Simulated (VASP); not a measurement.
# BaS (I-4m2) in VASP: further runs, part 2 of 2

VASP 6.6.1. The steps go on from the part before.

**3. Single point, PBE (epitaxial xy strain -3.0%)**

The input, INCAR:

```
PREC = Accurate ; ENCUT = 520
EDIFF = 1E-6 ; ISMEAR = -1
SIGMA = 0.02 ; LREAL = F
LASPH = T ; NELM = 80
ALGO = Normal ; ISIF = 2
LWAVE = F ; LCHARG = F
GGA = PE ; NBANDS = 15
```

The input, KPOINTS:

```
Automatic mesh
0
Gamma
  6 6 6
```

The input, POSCAR:

```
BaS
1.0
    0.0000000000      3.4138294178      3.6925827878
    3.4138294178      0.0000000000      3.6925827878
    3.4138294178      3.4138294178      0.0000000000
Ba S
1 1
Direct
    0.0000000000      0.0000000000      0.0000000000
    0.2500000000      0.2500000000      0.2500000000
```

Potentials or basis: VASP PAW PBE potentials, release 64 (Ba_sv, S).

Command:

```sh
$ cat potpaw_PBE.64/Ba_sv/POTCAR potpaw_PBE.64/S/POTCAR > POTCAR
$ mpirun -np 1 vasp_std > vasp.out
```

OUTCAR:

```text
PREC = Accurate
   ENCUT = 520
   EDIFF = 1E-6
   ISMEAR = -1
   LREAL = F
   LASPH = T
   NELM = 80
   ISIF = 2
   GGA = PE

 ion  position               nearest neighbor table
   1  0.000  0.000  0.000-   2 3.04   2 3.04   2 3.04   2 3.04
   2  0.250  0.250  0.250-   1 3.04   1 3.04   1 3.04   1 3.04

  LATTYP: Found a body centered tetragonal cell.
 ALAT       =     4.8278838623
 C/A-ratio  =     1.5296899814

  Lattice vectors:

 A1 = (  -3.4138294178,   0.0000000000,   3.6925827878)
 A2 = (   3.4138294178,   0.0000000000,   3.6925827878)
 A3 = (   0.0000000000,   3.4138294178,  -3.6925827878)

Analysis of symmetry for initial positions (statically):
=====================================================================
 Subroutine PRICEL returns:
 Original cell was already a primitive cell.

 Routine SETGRP: Setting up the symmetry group for a
 body centered tetragonal supercell.

 Subroutine GETGRP returns: Found  8 space group operations
 (whereof  8 operations were pure point group operations)
 out of a pool of 16 trial point group operations.

The static configuration has the point symmetry D_2d.

Analysis of symmetry for dynamics (positions and initial velocities):
[... 167 lines left out ...]
  band No.  band energies     occupation
      1     -26.1927      2.00000
      2     -11.3781      2.00000
      3     -11.3781      2.00000
      4     -11.3664      2.00000
      5     -10.0442      2.00000
      6      -0.8365      2.00000
      7      -0.7829      2.00000
      8      -0.7829      2.00000
      9       2.6512      0.00000
     10       4.6580      0.00000
     11       5.2180      0.00000
     12       6.4578      0.00000
     13       7.0866      0.00000
     14       7.0866      0.00000
[... 401 lines left out ...]
      2     -12.0544      2.00000
      3     -11.5107      2.00000
      4     -11.4533      2.00000
      5      -9.2580      2.00000
      6      -1.0762      2.00000
      7      -0.3308      2.00000
      8      -0.2101      2.00000
      9       3.4366      0.00000
     10       4.5036      0.00000
     11       5.6548      0.00000
     12       6.5514      0.00000
     13       6.8295      0.00000
     14       7.5453      0.00000
     15       9.2724      0.00000

 [... further k-points ...]
[... 5 lines left out ...]
  --------------------------------------------------------------------------------------
  -------------------------------------------------------------------------------------
  Total        0.4167810      0.4167810      0.1980924      0.0000000      0.0000000      0.0000000
  in kB        7.7584432      7.7584432      3.6875221      0.0000000      0.0000000      0.0000000
  external PRESSURE =       6.4014695 kB  Pullay stress =       0.0000000 kB

 VOLUME and BASIS-vectors are now :
 -----------------------------------------------------------------------------
  energy-cutoff  :      520.00
  volume of cell :       86.07
      direct lattice vectors                 reciprocal lattice vectors
     0.000000000  3.413829418  3.692582788    -0.146463088  0.146463088  0.135406578
     3.413829418  0.000000000  3.692582788     0.146463088 -0.146463088  0.135406578
     3.413829418  3.413829418  0.000000000     0.146463088  0.146463088 -0.135406578

 POSITION                                       TOTAL-FORCE (eV/Angst)
 -----------------------------------------------------------------------------------
      0.00000      0.00000      0.00000        -0.000000     -0.000000     -0.000000
      1.70691      1.70691      1.84629         0.000000      0.000000      0.000000
 -----------------------------------------------------------------------------------
    total drift:                                0.000001      0.000001     -0.000000

  FREE ENERGIE OF THE ION-ELECTRON SYSTEM (eV)
  ---------------------------------------------------
  free  energy   TOTEN  =        -9.7250057446 eV

  energy  without entropy=       -9.7250057446  energy(sigma->0) =       -9.72500574
```

OSZICAR:

```text
N       E                     dE             d eps       ncg     rms          rms(c)
DAV:   1     0.880410288104E+02    0.88041E+02   -0.63405E+03   900   0.887E+02
DAV:   2    -0.429274318710E+01   -0.92334E+02   -0.83476E+02  1227   0.163E+02
DAV:   3    -0.105462229538E+02   -0.62535E+01   -0.62089E+01  1276   0.452E+01
DAV:   4    -0.107018538946E+02   -0.15563E+00   -0.15558E+00  1256   0.725E+00
DAV:   5    -0.107058906727E+02   -0.40368E-02   -0.40367E-02  1351   0.920E-01    0.515E+00
DAV:   6    -0.973630829880E+01    0.96958E+00   -0.13415E+00  1040   0.625E+00    0.350E+00
DAV:   7    -0.969840262353E+01    0.37906E-01   -0.38977E-01  1104   0.301E+00    0.253E+00
DAV:   8    -0.970970541148E+01   -0.11303E-01   -0.37189E-02  1075   0.121E+00    0.786E-01
DAV:   9    -0.972050287676E+01   -0.10797E-01   -0.16370E-02   900   0.856E-01    0.371E-01
DAV:  10    -0.972367529267E+01   -0.31724E-02   -0.13018E-03  1089   0.207E-01    0.124E-01
DAV:  11    -0.972495305559E+01   -0.12778E-02   -0.18269E-03   907   0.214E-01    0.317E-02
DAV:  12    -0.972498629075E+01   -0.33235E-04   -0.10571E-04  1317   0.485E-02    0.375E-02
DAV:  13    -0.972500590827E+01   -0.19618E-04   -0.35437E-05   949   0.357E-02    0.102E-02
DAV:  14    -0.972500574464E+01    0.16363E-06   -0.51445E-07  1046   0.488E-03
   1 F= -.97250057E+01 E0= -.97250057E+01  d E =-.122333E-10
```

stdout:

```text
POSCAR found type information on POSCAR BaS
 POSCAR found :  2 types and       2 ions
 scaLAPACK will be used
 LDA part: xc-table for (Slater+PW92), standard interpolation
 POSCAR, INCAR and KPOINTS ok, starting setup
 FFT: planning ... GRIDC
 FFT: planning ... GRID_SOFT
 FFT: planning ... GRID
 WAVECAR not read
 entering main loop
```

It took 44 s on 1 thread of Intel Xeon Platinum 8488C (Sapphire Rapids), shared host; peak memory 0.24 GiB.

What came out:

```
Free energy            : -9.7250 eV
Pressure               : 0.6 GPa
Band gap on the k mesh : 2.73 eV (least direct gap 3.27 eV)
```

Stress tensor (GPa, compression positive):
```
0.78 0.00 0.00
0.00 0.78 0.00
0.00 0.00 0.37
```

Caveat: the cell differs from its parent crystal (epitaxial xy strain -3.0%); spin-orbit coupling is left out, which moves the levels of the heavy elements. A k mesh can miss the band edges.
